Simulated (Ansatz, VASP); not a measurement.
## One calculation of Sn, two programs

The input INCAR:

```
ALGO     = Normal         # electronic algorithm
EDIFF    = 1E-8           # SCF threshold, eV
ENCUT    = 520            # plane-wave cutoff, eV
GGA      = PE             # functional
ISIF     = 2              # what is computed and relaxed
ISMEAR   = -1             # smearing method
LASPH    = True           # aspherical terms in the spheres
LCHARG   = False          # write CHGCAR
LEFG     = True         
LREAL    = False          # projectors in reciprocal space
LWAVE    = False          # write WAVECAR
NBANDS   = 21             # bands
NELM     = 80             # most SCF steps
PREC     = Accurate       # precision mode
SIGMA    = 0.03           # smearing width, eV
```

File KPOINTS:

```
k-points
0
Gamma
  9 9 9
```

The input POSCAR:

```
Sn
1.0
    0.0000000000      3.3105120000      3.2456000000
    3.3105120000      0.0000000000      3.2456000000
    3.3105120000      3.3105120000      0.0000000000
Sn
2
Direct
    0.5000000000      0.5000000000      0.5000000000
    0.7500000000      0.7500000000      0.7500000000
```

Input for Ansatz:

```yaml
crystal:
  lattice:
    - [0.0, 3.310512, 3.2456]
    - [3.310512, 0.0, 3.2456]
    - [3.310512, 3.310512, 0.0]
  atoms:
    - { symbol: Sn, position: [0.5, 0.5, 0.5] }
    - { symbol: Sn, position: [0.75, 0.75, 0.75] }
kpoints:
  mp_grid: { grid: [9, 9, 9] }
scf:
  occupations: { method: fermi_dirac, width: 0.03 }
hamiltonian:
  xc: pbe
  pseudopotentials: { kind: paw }
output:
  forces: true
  stress: true
  eigenvalues: true
  efg: { contact_densities: true }
```

Change from the starting cell: x and y stretched by +2 %, z held, PAW files.

Alike in both runs: task electric field gradients; functional PBE; k mesh 9 × 9 × 9; occupations fermi-dirac, width 0.03 eV; no spin polarisation.

```csv
,VASP,Ansatz
version,VASP 6.6.1,Ansatz 0.2.0
potentials or method,"VASP PAW PBE potentials, release 64 (Sn_d)","PAW with Ansatz's default frozen-core files, scalar-relativistic"
plane-wave cutoff (eV),520,420
valence electrons in the cell,28,28
```

VASP gave:

```
pressure (GPa)                                                : 1.3
traceless stress, the component that is largest in VASP (GPa) : 0.36
size of Vzz on the site where it differs most (V/Å²)          : 3.3
```

Q: Which values does Ansatz return?

A: Pressure (GPa): 1.4; traceless stress, the component that is largest in VASP (GPa): 0.36; size of Vzz on the site where it differs most (V/Å²): 3.5.
